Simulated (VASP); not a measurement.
# Ir (Fm-3m) in VASP: a series of runs

The runs below take Ir through relaxation of cell and atoms, single point, with LDA.

Program: VASP 6.6.1. These are calculated values, not measurements. Logs are shortened: lines on timing, memory, paths and dates and some standing lists are left out, and cuts for length are marked.

### Step 1. The cell of the first run

It takes space group Fm-3m (No. 225, cubic). Conventional cell: a = 3.384 Å, b = 3.384 Å, c = 3.384 Å, α = 90.00°, β = 90.00°, γ = 90.00°. Within 3.2 Å of Ir (site symmetry m-3m) lie 12 Ir at 2.39 Å.

### Step 2. Relaxation of cell and atoms, LDA, target pressure 340 GPa, at which the enthalpy is minimised

INCAR

```
SYSTEM = Ir
ALGO = Normal ; EDIFF = 1E-7
EDIFFG = -0.005 ; ENCUT = 600
IBRION = 2 ; ISIF = 3
ISMEAR = -1 ; LASPH = .True.
LCHARG = .False. ; LREAL = .False.
LWAVE = .False. ; NELM = 60
NSW = 60 ; PREC = Accurate
PSTRESS = 3400.0 ; SIGMA = 0.08
```

KPOINTS

```
k-points
0
Gamma
  19 19 19
  0 0 0
```

POSCAR

```
Ir
1.0
    0.0000000000      1.6920804899      1.6920804899
    1.6920804899      0.0000000000      1.6920804899
    1.6920804899      1.6920804899      0.0000000000
Ir
1
Direct
    0.0000000000      0.0000000000      0.0000000000
```

Potentials or basis: VASP PAW LDA potentials, release 64 (Ir).

Run with:

```
cat potpaw_LDA.64/Ir/POTCAR > POTCAR
mpirun -np 1 vasp_std > vasp.out
```

OUTCAR:

```text
SYSTEM = Ir
   EDIFF = 1E-7
   EDIFFG = -0.005
   ENCUT = 600
   IBRION = 2
   ISIF = 3
   ISMEAR = -1
   LASPH = .True.
   LREAL = .False.
   NELM = 60
   NSW = 60
   PREC = Accurate
   PSTRESS = 3400.0

 ion  position               nearest neighbor table
   1  0.000  0.000  0.000-

  LATTYP: Found a face centered cubic cell.
 ALAT       =     3.3841609798

  Lattice vectors:

 A1 = (   0.0000000000,   1.6920804899,   1.6920804899)
 A2 = (   1.6920804899,   0.0000000000,   1.6920804899)
 A3 = (   1.6920804899,   1.6920804899,   0.0000000000)

Analysis of symmetry for initial positions (statically):
=====================================================================
 Subroutine PRICEL returns:
 Original cell was already a primitive cell.

 Routine SETGRP: Setting up the symmetry group for a
 face centered cubic supercell.

 Subroutine GETGRP returns: Found 48 space group operations
 (whereof 48 operations were pure point group operations)
 out of a pool of 48 trial point group operations.

The static configuration has the point symmetry O_h .

Analysis of symmetry for dynamics (positions and initial velocities):
=====================================================================
 Subroutine PRICEL returns:
 Original cell was already a primitive cell.

 Routine SETGRP: Setting up the symmetry group for a
 face centered cubic supercell.

 Subroutine GETGRP returns: Found 48 space group operations
 (whereof 48 operations were pure point group operations)
 out of a pool of 48 trial point group operations.

The dynamic configuration has the point symmetry O_h .

 Subroutine INISYM returns: Found 48 space group operations
 (whereof 48 operations are pure point group operations),
 and found     1 'primitive' translations

----------------------------------------------------------------------------------------

                                     Primitive cell

  volume of cell :       9.6893

  direct lattice vectors                    reciprocal lattice vectors
     0.000000000  1.692080490  1.692080490    -0.295494217  0.295494217  0.295494217
     1.692080490  0.000000000  1.692080490     0.295494217 -0.295494217  0.295494217
     1.692080490  1.692080490  0.000000000     0.295494217  0.295494217 -0.295494217

  length of vectors
     2.392963177  2.392963177  2.392963177     0.511810998  0.511810998  0.511810998

  position of ions in fractional coordinates (direct lattice)
     0.000000000  0.000000000  0.000000000

  ion indices of the primitive-cell ions
   primitive index   ion index
                 1           1

----------------------------------------------------------------------------------------

 KPOINTS: k-points

Automatic generation of k-mesh.
 Grid dimensions read from file:
 generate k-points for:   19   19   19

 Generating k-lattice:

  Cartesian coordinates                     Fractional coordinates (reciprocal lattice)
    -0.015552327  0.015552327  0.015552327     0.052631579  0.000000000  0.000000000
     0.015552327 -0.015552327  0.015552327     0.000000000  0.052631579  0.000000000
     0.015552327  0.015552327 -0.015552327     0.000000000  0.000000000  0.052631579

  Length of vectors
     0.026937421  0.026937421  0.026937421

  Shift w.r.t. Gamma in fractional coordinates (k-lattice)
     0.000000000  0.000000000  0.000000000

 Subroutine IBZKPT returns following result:
 ===========================================

 Found    220 irreducible k-points:

 Following reciprocal coordinates:
            Coordinates               Weight
  0.000000  0.000000  0.000000      1.000000
  0.052632  0.000000  0.000000      8.000000
  0.105263  0.000000  0.000000      8.000000
  0.157895  0.000000  0.000000      8.000000
  0.210526  0.000000  0.000000      8.000000
  0.263158  0.000000  0.000000      8.000000
[... 16 lines left out ...]
 -0.315789  0.052632  0.000000     24.000000
 -0.263158  0.052632  0.000000     24.000000
 [... further k-points ...]
   k-points           NKPTS =    220   k-points in BZ     NKDIM =    220   number of bands    NBANDS=      8
   number of dos      NEDOS =    301   number of ions     NIONS =      1
   total plane-waves  NPLWV =   8000
   dimension x,y,z NGX =    20 NGY =   20 NGZ =   20
   dimension x,y,z NGXF=    40 NGYF=   40 NGZF=   40
   ions per type =               1
   NGX,Y,Z   is equivalent  to a cutoff of  13.89, 13.89, 13.89 a.u.
   NGXF,Y,Z  is equivalent  to a cutoff of  27.79, 27.79, 27.79 a.u.
 SYSTEM =  Ir
   PREC   = accura    normal or accurate (medium, high low for compatibility)
   ISTART =      0    job   : 0-new  1-cont  2-samecut
   ICHARG =      2    charge: 1-file 2-atom 10-const
   ISPIN  =      1    spin polarized calculation?
   LNONCOLLINEAR =      F non collinear calculations
   LSORBIT =      F    spin-orbit coupling
   LASPH  =      T    aspherical Exc in radial PAW
   ENCUT  =  600.0 eV  44.10 Ry    6.64 a.u.   4.78  4.78  4.78*2*pi/ulx,y,z
   NELM   =     60;   NELMIN=  2; NELMDL= -5     # of ELM steps
   EDIFF  = 0.1E-06   stopping-criterion for ELM
   LREAL  =      F    real-space projection
   EDIFFG = -.5E-02   stopping-criterion for IOM
   NSW    =     60    number of steps for IOM
   IBRION =      2    ionic relax: 0-MD 1-quasi-New 2-CG
   NFREE  =      1    steps in history (QN), initial steepest desc. (CG)
   ISIF   =      3    stress and relaxation
   ISYM   =      2    0-nonsym 1-usesym 2-fastsym
   POTIM  = 0.5000    time-step for ionic-motion
   TEBEG  =    0.0;   TEEND  =   0.0 temperature during run
   PSTRESS= 3400.0 pullay stress
   NELECT =       9.0000    total number of electrons
   NUPDOWN=      -1.0000    fix difference up-down
   EMIN   =  10.00;   EMAX   =-10.00  energy-range for DOS
   EFERMI =   0.00;   METHOD = LEGACY
   ISMEAR =    -1;   SIGMA  =   0.08  broadening in eV -4-tet -1-fermi 0-gaus
   EFERMI_NEDOS =   21; number of points for ismear=-14 and -15
   IALGO  =     38    algorithm
   IMIX   =      4    mixing-type and parameters
     AMIX     =   0.40;   BMIX     =  1.00
     AMIX_MAG =   1.60;   BMIX_MAG =  1.00
  volume/ion in A,a.u.               =       9.69        65.39
  Fermi-wavevector in a.u.,A,eV,Ry     =   1.597318  3.018493 34.714231  2.551424
  Thomas-Fermi vector in A             =   2.694943
   LORBIT       =      0    0 simple, 1 ext, 2 COOP (PROOUT), +10 PAW based schemes
   GGA     = CA    functional components
   LHFCALC =     F    Hartree Fock is set to
   AEXX    =    0.0000 exact exchange contribution
   IVDW    =     0    specifies the selected vdW correction
   LEPSILON=     F    determine dielectric tensor
   LRPA    =     F    only Hartree local field effects (RPA)
 conjugate gradient relaxation of ions
 non-spin polarized calculation
  energy-cutoff  :      600.00
  volume of cell :        9.69
 maximum number of plane-waves:       334
   NGX =  9   NGY =  9   NGZ =  9

--------------------------------------- Ionic step        1  -------------------------------------------

 number of electron       9.0000001 magnetization

 Free energy of the ion-electron system (eV)
  ---------------------------------------------------
  ext. energy  EPLUGINS =         0.00000000
  ---------------------------------------------------
  free energy    TOTEN  =        -6.99929894 eV

  energy without entropy =       -6.98632911  energy(sigma->0) =       -6.99281402

------------------------ aborting loop because EDIFF is reached ----------------------------------------

  FORCE on cell =-STRESS in cart. coord.  units (eV):
  Direction    XX          YY          ZZ          XY          YZ          ZX
  --------------------------------------------------------------------------------------
  -------------------------------------------------------------------------------------
  Total       21.5139635     21.5139635     21.5139635     -0.0000000     -0.0000000     -0.0000000
  in kB     3557.4430895   3557.4430895   3557.4430895     -0.0000000     -0.0000000     -0.0000000
  external PRESSURE =     157.4430895 kB  Pullay stress =    3400.0000000 kB
[... 96 lines left out ...]
  enthalpy is  TOTEN    =        13.5583286177 eV   P V=       20.7590054743

--------------------------------------- Ionic step        4  -------------------------------------------

 number of electron       9.0000001 magnetization

 Free energy of the ion-electron system (eV)
  ---------------------------------------------------
  ext. energy  EPLUGINS =         0.00000000
  ---------------------------------------------------
  free energy    TOTEN  =        -7.18645592 eV

  energy without entropy =       -7.17325279  energy(sigma->0) =       -7.17985435

 E-fermi :  18.1441     XC(G=0): -16.3522

 val. band max:       18.1425983365   @ k =  -0.3684   0.2632   0.0000
 cond. band min:      18.1669422137   @ k =  -0.4211   0.4737   0.1053
 fundamental gap:      0.0243438773
 Fermi energy:        18.1440627973

 k-point     1 :       0.0000    0.0000    0.0000
  band No.  band energies     occupation
      1       2.7234      2.00000
      2      11.3220      2.00000
      3      11.3220      2.00000
      4      11.3220      2.00000
      5      16.1279      2.00000
      6      16.1279      2.00000
      7      30.9339      0.00000
      8      38.9653      0.00000
[... 243 lines left out ...]
 k-point    24 :      -0.2632    0.0526    0.0000
  band No.  band energies     occupation
      1       5.7942      2.00000
      2      11.2295      2.00000
      3      11.9289      2.00000
      4      12.0215      2.00000
      5      16.0211      2.00000
      6      17.6629      1.99513
      7      31.5502      0.00000
      8      38.2182      0.00000

 [... further k-points ...]
[... 5 lines left out ...]
  --------------------------------------------------------------------------------------
  -------------------------------------------------------------------------------------
  Total       20.7442446     20.7442446     20.7442446      0.0000000      0.0000000      0.0000000
  in kB     3399.9156708   3399.9156708   3399.9156708      0.0000000      0.0000000      0.0000000
  external PRESSURE =      -0.0843292 kB  Pullay stress =    3400.0000000 kB
[... 16 lines left out ...]
  FREE ENERGIE OF THE ION-ELECTRON SYSTEM (eV)
  ---------------------------------------------------
  free  energy   TOTEN  =        -7.1864559171 eV

  energy  without entropy=       -7.1732527915  energy(sigma->0) =       -7.17985435

  enthalpy is  TOTEN    =        13.5583031931 eV   P V=       20.7447591102

 reached required accuracy - stopping structural energy minimisation
```

Run time: 21 s. Hardware: 1 thread of Intel Xeon 6975P-C (Granite Rapids), shared host; peak memory 0.15 GiB.

What came out:

| Property | Result |
| --- | --- |
| Free energy | -7.1865 eV |
| Relaxed volume | 9.78 Å³/atom |
| Relaxed cell | a = 2.400 Å, b = 2.400 Å, c = 2.400 Å, α = 60.00°, β = 60.00°, γ = 60.00° |
| Space group after relaxing (to 0.05 Å) | Fm-3m (No. 225) |
| Energy change on relaxing (the enthalpy is what falls) | -187.2 meV/atom |
| Ionic steps | 4 |
| Pressure after relaxing | 340.0 GPa |

Step by step:
```csv
step,energy change (eV),largest force (eV/Å),pressure (GPa),volume (Å³)
1,0.0000,0.0000,355.74,9.69
2,-2.1732,0.0000,162.62,11.09
3,-0.2014,0.0000,338.79,9.78
4,-0.1872,0.0000,339.99,9.78
```

Final structure:
```
Ir
1.0
     0.00000    1.69708    1.69708
     1.69708    0.00000    1.69708
     1.69708    1.69708    0.00000
Ir
1
Direct
  0.00000 0.00000 0.00000
```

Caveat: the cell is relaxed towards a set pressure, so the enthalpy falls and the energy may rise; spin-orbit coupling is left out, which moves the levels of the heavy elements.

### Step 3. Relaxation of cell and atoms, LDA, target pressure 340 GPa, at which the enthalpy is minimised

INCAR

```
SYSTEM = Ir
PREC = Accurate ; ENCUT = 600
EDIFF = 1E-7 ; ISMEAR = -1
SIGMA = 0.08 ; LREAL = .FALSE.
LASPH = .TRUE. ; NELM = 60
ALGO = Normal ; ISIF = 3
LWAVE = .FALSE. ; LCHARG = .FALSE.
GGA = CA ; IBRION = 2
NSW = 32 ; EDIFFG = -0.005
PSTRESS = 3400.0
```

KPOINTS

```
regular mesh
0
G
  19 19 19
  0 0 0
```

POSCAR

```
Ir
1.0
    0.0000000000      1.6930476931      1.6930476931
    1.6930476931      0.0000000000      1.6930476931
    1.6930476931      1.6930476931      0.0000000000
Ir
1
Direct
    0.0000000000      0.0000000000      0.0000000000
```

Potentials or basis: VASP PAW LDA potentials, release 64 (Ir).

Run with:

```
cat potpaw_LDA.64/Ir/POTCAR > POTCAR
mpirun -np 1 vasp_std > vasp.out
```

Run time: 21 s. Hardware: 1 thread of Intel Xeon 6975P-C (Granite Rapids), shared host; peak memory 0.14 GiB.

The run converged. Its results:

| Item | Value |
| --- | --- |
| Free energy | -7.1864 eV |
| Relaxed volume | 9.78 Å³/atom |
| Relaxed cell | a = 2.400 Å, b = 2.400 Å, c = 2.400 Å, α = 60.00°, β = 60.00°, γ = 60.00° |
| Space group after relaxing (to 0.05 Å) | Fm-3m (No. 225) |
| Energy change on relaxing (the enthalpy is what falls) | -150.4 meV/atom |
| Ionic steps | 4 |
| Pressure after relaxing | 340.0 GPa |

Step by step:
```tsv
step	energy change (eV)	largest force (eV/Å)	pressure (GPa)	volume (Å³)
1	0.0000	0.0000	352.66	9.71
2	-1.8466	0.0000	190.44	10.82
3	-0.1596	0.0000	339.22	9.78
4	-0.1504	0.0000	340.00	9.78
```

Final structure:
```
CELL_PARAMETERS angstrom
0.00000 1.69708 1.69708
1.69708 0.00000 1.69708
1.69708 1.69708 0.00000
ATOMIC_POSITIONS crystal
Ir 0.00000 0.00000 0.00000
```

Levels at points of the mesh, in eV from the Fermi level:
```csv
k point,band 2,band 3,band 4,band 5,band 6,band 7
"(0.00, 0.00, 0.00)",-6.82,-6.82,-6.82,-2.02,-2.02,12.79
```

Caveat: the cell is relaxed towards a set pressure, so the enthalpy falls and the energy may rise; spin-orbit coupling is left out, which moves the levels of the heavy elements.

[end of part 1 of 3]
